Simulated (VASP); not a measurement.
# AgCl (rocksalt type) (Fm-3m) in VASP: further runs

The runs below take AgCl (rocksalt type) through electric field gradients, with PBE.

All numbers are computed with VASP 6.6.1; they aren't measurements. Logs are shortened: lines on timing, memory, paths and dates and some standing lists are left out, and cuts for length are marked.

## (1) The cell of the first run

Symmetry: Fm-3m, No. 225, cubic system. The conventional cell has a = 5.573 Å, b = 5.573 Å, c = 5.573 Å, α = 90.00°, β = 90.00°, γ = 90.00°. Ag (site symmetry m-3m) has 6 Cl at 2.79 Å within 3.7 Å. Within 3.7 Å of Cl (site symmetry m-3m) lie 6 Ag at 2.79 Å.

## (2) Electric field gradients, PBE (21.63 Å³/atom)

Input file INCAR:

```
PREC = Accurate
ENCUT = 520
EDIFF = 1E-8
ISMEAR = -1
SIGMA = 0.08
LREAL = F
LASPH = T
NELM = 100
ALGO = Normal
ISIF = 2
LWAVE = F
LCHARG = F
GGA = PE
LEFG = T
NBANDS = 16
```

Input file KPOINTS:

```
regular mesh
0
Gamma
  12 12 12
```

Input file POSCAR:

```
AgCl
1.0
    0.0000000000      2.7863765232      2.7863765232
    2.7863765232      0.0000000000      2.7863765232
    2.7863765232      2.7863765232      0.0000000000
Ag Cl
1 1
Direct
    0.0000000000      0.0000000000      0.0000000000
    0.5000000000      0.5000000000      0.5000000000
```

Potentials or basis: VASP PAW PBE potentials, release 64 (Ag, Cl).

On the command line:

```sh
$ cat potpaw_PBE.64/Ag/POTCAR potpaw_PBE.64/Cl/POTCAR > POTCAR
$ mpirun -np 1 vasp_std > vasp.out
```

OUTCAR:

```text
PREC = Accurate
   ENCUT = 520
   EDIFF = 1E-8
   ISMEAR = -1
   LREAL = F
   LASPH = T
   NELM = 100
   ISIF = 2
   GGA = PE

 ion  position               nearest neighbor table
   1  0.000  0.000  0.000-   2 2.79   2 2.79   2 2.79   2 2.79   2 2.79   2 2.79
   2  0.500  0.500  0.500-   1 2.79   1 2.79   1 2.79   1 2.79   1 2.79   1 2.79

  LATTYP: Found a face centered cubic cell.
 ALAT       =     5.5727530464

  Lattice vectors:

 A1 = (   0.0000000000,   2.7863765232,   2.7863765232)
 A2 = (   2.7863765232,   0.0000000000,   2.7863765232)
 A3 = (   2.7863765232,   2.7863765232,   0.0000000000)

Analysis of symmetry for initial positions (statically):
=====================================================================
 Subroutine PRICEL returns:
 Original cell was already a primitive cell.

 Routine SETGRP: Setting up the symmetry group for a
 face centered cubic supercell.

 Subroutine GETGRP returns: Found 48 space group operations
 (whereof 48 operations were pure point group operations)
 out of a pool of 48 trial point group operations.

The static configuration has the point symmetry O_h .

Analysis of symmetry for dynamics (positions and initial velocities):
=====================================================================
 Subroutine PRICEL returns:
 Original cell was already a primitive cell.

 Routine SETGRP: Setting up the symmetry group for a
 face centered cubic supercell.

 Subroutine GETGRP returns: Found 48 space group operations
 (whereof 48 operations were pure point group operations)
 out of a pool of 48 trial point group operations.

The dynamic configuration has the point symmetry O_h .

 Subroutine INISYM returns: Found 48 space group operations
 (whereof 48 operations are pure point group operations),
 and found     1 'primitive' translations

----------------------------------------------------------------------------------------

                                     Primitive cell

  volume of cell :      43.2663

  direct lattice vectors                    reciprocal lattice vectors
     0.000000000  2.786376523  2.786376523    -0.179444521  0.179444521  0.179444521
     2.786376523  0.000000000  2.786376523     0.179444521 -0.179444521  0.179444521
     2.786376523  2.786376523  0.000000000     0.179444521  0.179444521 -0.179444521

  length of vectors
     3.940531469  3.940531469  3.940531469     0.310807027  0.310807027  0.310807027

  position of ions in fractional coordinates (direct lattice)
     0.000000000  0.000000000  0.000000000
     0.500000000  0.500000000  0.500000000

  ion indices of the primitive-cell ions
   primitive index   ion index
                 1           1
                 2           2

----------------------------------------------------------------------------------------

 KPOINTS: regular mesh

Automatic generation of k-mesh.
 Grid dimensions read from file:
 generate k-points for:   12   12   12

 Generating k-lattice:

  Cartesian coordinates                     Fractional coordinates (reciprocal lattice)
    -0.014953710  0.014953710  0.014953710     0.083333333  0.000000000  0.000000000
     0.014953710 -0.014953710  0.014953710     0.000000000  0.083333333  0.000000000
     0.014953710  0.014953710 -0.014953710     0.000000000  0.000000000  0.083333333

  Length of vectors
     0.025900586  0.025900586  0.025900586

  Shift w.r.t. Gamma in fractional coordinates (k-lattice)
     0.000000000  0.000000000  0.000000000

 Subroutine IBZKPT returns following result:
 ===========================================

 Found     72 irreducible k-points:

 Following reciprocal coordinates:
            Coordinates               Weight
  0.000000  0.000000  0.000000      1.000000
  0.083333  0.000000  0.000000      8.000000
  0.166667  0.000000  0.000000      8.000000
  0.250000  0.000000  0.000000      8.000000
  0.333333  0.000000  0.000000      8.000000
  0.416667  0.000000  0.000000      8.000000
[... 16 lines left out ...]
  0.500000  0.166667  0.000000     24.000000
 -0.416667  0.166667  0.000000     24.000000
 [... further k-points ...]
   k-points           NKPTS =     72   k-points in BZ     NKDIM =     72   number of bands    NBANDS=     16
   number of dos      NEDOS =    301   number of ions     NIONS =      2
   total plane-waves  NPLWV =  27000
   dimension x,y,z NGX =    30 NGY =   30 NGZ =   30
   dimension x,y,z NGXF=    60 NGYF=   60 NGZF=   60
   ions per type =               1   1
   NGX,Y,Z   is equivalent  to a cutoff of  12.66, 12.66, 12.66 a.u.
   NGXF,Y,Z  is equivalent  to a cutoff of  25.31, 25.31, 25.31 a.u.
 SYSTEM =  unknown system
   PREC   = accura    normal or accurate (medium, high low for compatibility)
   ISTART =      0    job   : 0-new  1-cont  2-samecut
   ICHARG =      2    charge: 1-file 2-atom 10-const
   ISPIN  =      1    spin polarized calculation?
   LNONCOLLINEAR =      F non collinear calculations
   LSORBIT =      F    spin-orbit coupling
   LASPH  =      T    aspherical Exc in radial PAW
   ENCUT  =  520.0 eV  38.22 Ry    6.18 a.u.   7.33  7.33  7.33*2*pi/ulx,y,z
   NELM   =    100;   NELMIN=  2; NELMDL= -5     # of ELM steps
   EDIFF  = 0.1E-07   stopping-criterion for ELM
   LREAL  =      F    real-space projection
   EDIFFG = 0.1E-06   stopping-criterion for IOM
   NSW    =      0    number of steps for IOM
   IBRION =     -1    ionic relax: 0-MD 1-quasi-New 2-CG
   NFREE  =      0    steps in history (QN), initial steepest desc. (CG)
   ISIF   =      2    stress and relaxation
   ISYM   =      2    0-nonsym 1-usesym 2-fastsym
   POTIM  = 0.5000    time-step for ionic-motion
   TEBEG  =    0.0;   TEEND  =   0.0 temperature during run
   PSTRESS=    0.0 pullay stress
   NELECT =      18.0000    total number of electrons
   NUPDOWN=      -1.0000    fix difference up-down
   EMIN   =  10.00;   EMAX   =-10.00  energy-range for DOS
   EFERMI =   0.00;   METHOD = LEGACY
   ISMEAR =    -1;   SIGMA  =   0.08  broadening in eV -4-tet -1-fermi 0-gaus
   EFERMI_NEDOS =   21; number of points for ismear=-14 and -15
   IALGO  =     38    algorithm
   IMIX   =      4    mixing-type and parameters
     AMIX     =   0.40;   BMIX     =  1.00
     AMIX_MAG =   1.60;   BMIX_MAG =  1.00
  volume/ion in A,a.u.               =      21.63       145.99
  Fermi-wavevector in a.u.,A,eV,Ry     =   1.222126  2.309483 20.321541  1.493591
  Thomas-Fermi vector in A             =   2.357284
   LORBIT       =      0    0 simple, 1 ext, 2 COOP (PROOUT), +10 PAW based schemes
   GGA     = PE    functional components
   LHFCALC =     F    Hartree Fock is set to
   AEXX    =    0.0000 exact exchange contribution
   IVDW    =     0    specifies the selected vdW correction
   LEPSILON=     F    determine dielectric tensor
   LRPA    =     F    only Hartree local field effects (RPA)
 non-spin polarized calculation
  energy-cutoff  :      520.00
  volume of cell :       43.27
 maximum number of plane-waves:      1211
 NGX is ok and might be reduce to    30
   NGX = 15   NGY = 15   NGZ = 15

 number of electron      18.0000002 magnetization

 Free energy of the ion-electron system (eV)
  ---------------------------------------------------
  ext. energy  EPLUGINS =         0.00000000
  ---------------------------------------------------
  free energy    TOTEN  =        -5.39904229 eV

  energy without entropy =       -5.39899593  energy(sigma->0) =       -5.39901911

 E-fermi :   4.2699     XC(G=0):  -9.8905

 val. band max:        3.6373458700   @ k =   0.5000   0.0000   0.0000
 cond. band min:       4.5504392504   @ k =   0.0000   0.0000   0.0000
 fundamental gap:      0.9130933803
 Fermi energy:         4.2698920962

 k-point     1 :       0.0000    0.0000    0.0000
  band No.  band energies     occupation
      1     -11.4159      2.00000
      2       1.2548      2.00000
      3       1.2548      2.00000
      4       1.2548      2.00000
      5       1.2950      2.00000
      6       1.2950      2.00000
[... 8 lines left out ...]
     15      16.8697      0.00000
     16      16.8697      0.00000
[... 419 lines left out ...]
 k-point    24 :      -0.4167    0.1667    0.0000
  band No.  band energies     occupation
      1     -10.9805      2.00000
      2      -1.2330      2.00000
      3      -0.3685      2.00000
      4      -0.3560      2.00000
      5       1.5721      2.00000
      6       1.6017      2.00000
[... 8 lines left out ...]
     15      16.9818      0.00000
     16      18.2329      0.00000

 [... further k-points ...]

------------------------ aborting loop because EDIFF is reached ----------------------------------------

  FORCE on cell =-STRESS in cart. coord.  units (eV):
  Direction    XX          YY          ZZ          XY          YZ          ZX
  --------------------------------------------------------------------------------------
  -------------------------------------------------------------------------------------
  Total        0.2124003      0.2124003      0.2124003     -0.0000000      0.0000000     -0.0000000
  in kB        7.8653201      7.8653201      7.8653201     -0.0000000      0.0000000     -0.0000000
  external PRESSURE =       7.8653201 kB  Pullay stress =       0.0000000 kB

 VOLUME and BASIS-vectors are now :
 -----------------------------------------------------------------------------
  energy-cutoff  :      520.00
  volume of cell :       43.27
      direct lattice vectors                 reciprocal lattice vectors
     0.000000000  2.786376523  2.786376523    -0.179444521  0.179444521  0.179444521
     2.786376523  0.000000000  2.786376523     0.179444521 -0.179444521  0.179444521
     2.786376523  2.786376523  0.000000000     0.179444521  0.179444521 -0.179444521

 POSITION                                       TOTAL-FORCE (eV/Angst)
 -----------------------------------------------------------------------------------
      0.00000      0.00000      0.00000         0.000000     -0.000000      0.000000
      2.78638      2.78638      2.78638        -0.000000      0.000000     -0.000000
 -----------------------------------------------------------------------------------
    total drift:                               -0.000000      0.000000      0.000000

  FREE ENERGIE OF THE ION-ELECTRON SYSTEM (eV)
  ---------------------------------------------------
  free  energy   TOTEN  =        -5.3990422923 eV

  energy  without entropy=       -5.3989959312  energy(sigma->0) =       -5.39901911

 Electric field gradients (V/A^2)
---------------------------------------------------------------------
 ion       V_xx      V_yy      V_zz      V_xy      V_xz      V_yz
---------------------------------------------------------------------
   1       0.000     0.000     0.000     0.000     0.000     0.000
   2      -0.000     0.000     0.000    -0.000    -0.000    -0.000
---------------------------------------------------------------------

 Electric field gradients after diagonalization (V/A^2)
 (convention: |V_zz| > |V_xx| > |V_yy|)
----------------------------------------------------------------------
 ion       V_xx      V_yy      V_zz     asymmetry (V_yy - V_xx)/ V_zz
----------------------------------------------------------------------
   1      -0.000    -0.000     0.000       0.000
   2       0.000     0.000    -0.001       0.000
----------------------------------------------------------------------

           NMR quadrupolar parameters

 Cq : quadrupolar parameter    Cq=e*Q*V_zz/h
 eta: asymmetry parameters     (V_yy - V_xx)/ V_zz
 Q  : nuclear electric quadrupole moment in mb (millibarn)
----------------------------------------------------------------------
 ion       Cq(MHz)       eta       Q (mb)
----------------------------------------------------------------------
   1       0.000       0.000       1.000
   2      -0.000       0.000       1.000
----------------------------------------------------------------------
```

Run time: 38 s. Hardware: 1 thread of Intel Xeon Platinum 8488C (Sapphire Rapids), shared host; peak memory 0.19 GiB.

Results:

```yaml
Free_energy: -5.3990 eV
Pressure: 0.8 GPa
Band_gap_on_the_k_mesh: 0.91 eV (least direct gap 3.03 eV)
Largest_electric_field_gradient_by_atom: under 0.05 V/Å² on every atom
```

Levels at points of the mesh, in eV from the valence-band top:
| k point | band 5 | band 6 | band 7 | band 8 | band 9 | band 10 | band 11 | band 12 | band 13 | band 14 |
| --- | --- | --- | --- | --- | --- | --- | --- | --- | --- | --- |
| (0.00, 0.00, 0.00) | -2.34 | -2.34 | -2.26 | -2.26 | -2.26 | 0.91 | 10.86 | 10.86 | 10.86 | 12.41 |
| (0.50, 0.00, 0.00) | -2.03 | -2.03 | -1.72 | 0.00 | 0.00 | 4.28 | 6.46 | 7.70 | 7.70 | 13.53 |
| (0.50, 0.50, 0.00) | -2.70 | -2.16 | -1.91 | -1.91 | -1.84 | 2.41 | 8.05 | 8.59 | 11.44 | 11.44 |

## (3) Electric field gradients, PBE

This run uses another cell than the first one, of 22.07 Å³/atom.

Input file INCAR:

```
SYSTEM = AgCl
PREC = Accurate
ENCUT = 520
EDIFF = 1E-8
ISMEAR = -1
SIGMA = 0.08
LREAL = .FALSE.
LASPH = .TRUE.
NELM = 100
ALGO = Normal
ISIF = 2
LWAVE = .FALSE.
LCHARG = .FALSE.
GGA = PE
LEFG = .TRUE.
NBANDS = 16
```

Input file KPOINTS:

```
Automatic mesh
0
G
  12 12 12
  0 0 0
```

Input file POSCAR:

```
AgCl
1.0
    0.0000000000      2.8052039627      2.8052039627
    2.8052039627      0.0000000000      2.8052039627
    2.8052039627      2.8052039627      0.0000000000
Ag Cl
1 1
Direct
    0.0000000000      0.0000000000      0.0000000000
    0.5000000000      0.5000000000      0.5000000000
```

Potentials or basis: VASP PAW PBE potentials, release 64 (Ag, Cl).

On the command line:

```sh
$ cat potpaw_PBE.64/Ag/POTCAR potpaw_PBE.64/Cl/POTCAR > POTCAR
$ mpirun -np 1 vasp_std > vasp.out
```

OUTCAR:

```text
SYSTEM = AgCl
   PREC = Accurate
   ENCUT = 520
   EDIFF = 1E-8
   ISMEAR = -1
   LREAL = .FALSE.
   LASPH = .TRUE.
   NELM = 100
   ISIF = 2
   GGA = PE

 ion  position               nearest neighbor table
   1  0.000  0.000  0.000-   2 2.81   2 2.81   2 2.81   2 2.81   2 2.81   2 2.81
   2  0.500  0.500  0.500-   1 2.81   1 2.81   1 2.81   1 2.81   1 2.81   1 2.81

  LATTYP: Found a face centered cubic cell.
 ALAT       =     5.6104079254

  Lattice vectors:

 A1 = (   0.0000000000,   2.8052039627,   2.8052039627)
 A2 = (   2.8052039627,   0.0000000000,   2.8052039627)
 A3 = (   2.8052039627,   2.8052039627,   0.0000000000)

Analysis of symmetry for initial positions (statically):
=====================================================================
 Subroutine PRICEL returns:
 Original cell was already a primitive cell.

 Routine SETGRP: Setting up the symmetry group for a
 face centered cubic supercell.

 Subroutine GETGRP returns: Found 48 space group operations
 (whereof 48 operations were pure point group operations)
 out of a pool of 48 trial point group operations.

The static configuration has the point symmetry O_h .

Analysis of symmetry for dynamics (positions and initial velocities):
=====================================================================
 Subroutine PRICEL returns:
 Original cell was already a primitive cell.

 Routine SETGRP: Setting up the symmetry group for a
 face centered cubic supercell.

 Subroutine GETGRP returns: Found 48 space group operations
 (whereof 48 operations were pure point group operations)
 out of a pool of 48 trial point group operations.

[... 160 lines left out ...]
      4       1.0819      2.00000
      5       1.1211      2.00000
      6       1.1211      2.00000
[... 433 lines left out ...]
      3      -0.4908      2.00000
      4      -0.4754      2.00000
      5       1.3831      2.00000
      6       1.4115      2.00000
[... 8 lines left out ...]
     15      16.6898      0.00000
     16      17.8981      0.00000

 [... further k-points ...]

------------------------ aborting loop because EDIFF is reached ----------------------------------------

  FORCE on cell =-STRESS in cart. coord.  units (eV):
  Direction    XX          YY          ZZ          XY          YZ          ZX
  --------------------------------------------------------------------------------------
  -------------------------------------------------------------------------------------
  Total       -0.0279804     -0.0279804     -0.0279804      0.0000000      0.0000000     -0.0000000
  in kB       -1.0154084     -1.0154084     -1.0154084      0.0000000      0.0000000     -0.0000000
  external PRESSURE =      -1.0154084 kB  Pullay stress =       0.0000000 kB

 VOLUME and BASIS-vectors are now :
 -----------------------------------------------------------------------------
  energy-cutoff  :      520.00
  volume of cell :       44.15
      direct lattice vectors                 reciprocal lattice vectors
     0.000000000  2.805203963  2.805203963    -0.178240159  0.178240159  0.178240159
     2.805203963  0.000000000  2.805203963     0.178240159 -0.178240159  0.178240159
     2.805203963  2.805203963  0.000000000     0.178240159  0.178240159 -0.178240159

 POSITION                                       TOTAL-FORCE (eV/Angst)
 -----------------------------------------------------------------------------------
      0.00000      0.00000      0.00000         0.000000      0.000000      0.000000
      2.80520      2.80520      2.80520        -0.000000     -0.000000     -0.000000
 -----------------------------------------------------------------------------------
    total drift:                               -0.000000      0.000000      0.000000

  FREE ENERGIE OF THE ION-ELECTRON SYSTEM (eV)
  ---------------------------------------------------
  free  energy   TOTEN  =        -5.4012810561 eV

  energy  without entropy=       -5.4012349853  energy(sigma->0) =       -5.40125802

 Electric field gradients (V/A^2)
---------------------------------------------------------------------
 ion       V_xx      V_yy      V_zz      V_xy      V_xz      V_yz
---------------------------------------------------------------------
   1      -0.000    -0.000    -0.000     0.001     0.001     0.001
   2      -0.000    -0.000    -0.000    -0.000    -0.000    -0.000
---------------------------------------------------------------------

 Electric field gradients after diagonalization (V/A^2)
 (convention: |V_zz| > |V_xx| > |V_yy|)
----------------------------------------------------------------------
 ion       V_xx      V_yy      V_zz     asymmetry (V_yy - V_xx)/ V_zz
----------------------------------------------------------------------
   1      -0.001    -0.001     0.001       0.000
   2       0.000     0.000    -0.000       0.000
----------------------------------------------------------------------

           NMR quadrupolar parameters

 Cq : quadrupolar parameter    Cq=e*Q*V_zz/h
 eta: asymmetry parameters     (V_yy - V_xx)/ V_zz
 Q  : nuclear electric quadrupole moment in mb (millibarn)
----------------------------------------------------------------------
 ion       Cq(MHz)       eta       Q (mb)
----------------------------------------------------------------------
   1       0.000       0.000       1.000
   2      -0.000       0.000       1.000
----------------------------------------------------------------------
```

stdout:

```text
POSCAR found type information on POSCAR AgCl
 POSCAR found :  2 types and       2 ions
 scaLAPACK will be used
 LDA part: xc-table for (Slater+PW92), standard interpolation
 POSCAR, INCAR and KPOINTS ok, starting setup
 FFT: planning ... GRIDC
 FFT: planning ... GRID_SOFT
 FFT: planning ... GRID
 WAVECAR not read
 entering main loop
ion   1

ion   2
```

Run time: 39 s. Hardware: 1 thread of Intel Xeon Platinum 8488C (Sapphire Rapids), shared host; peak memory 0.2 GiB.

What came out:

* Free energy: -5.4013 eV
* Pressure: -0.1 GPa
* Band gap on the k mesh: 0.92 eV (least direct gap 2.97 eV)
* Largest electric field gradient by atom: under 0.05 V/Å² on every atom

Levels at points of the mesh, in eV from the valence-band top:
```
           k point  band 7  band 8  band 9  band 10  band 11  band 12
(0.00, 0.00, 0.00)   -2.18   -2.18   -2.18     0.92    10.87    10.87
(0.50, 0.00, 0.00)   -1.67    0.00    0.00     4.34     6.35     7.73
(0.50, 0.50, 0.00)   -1.86   -1.86   -1.80     2.44     8.08     8.52
```

(Continued in part 2 of 2.)
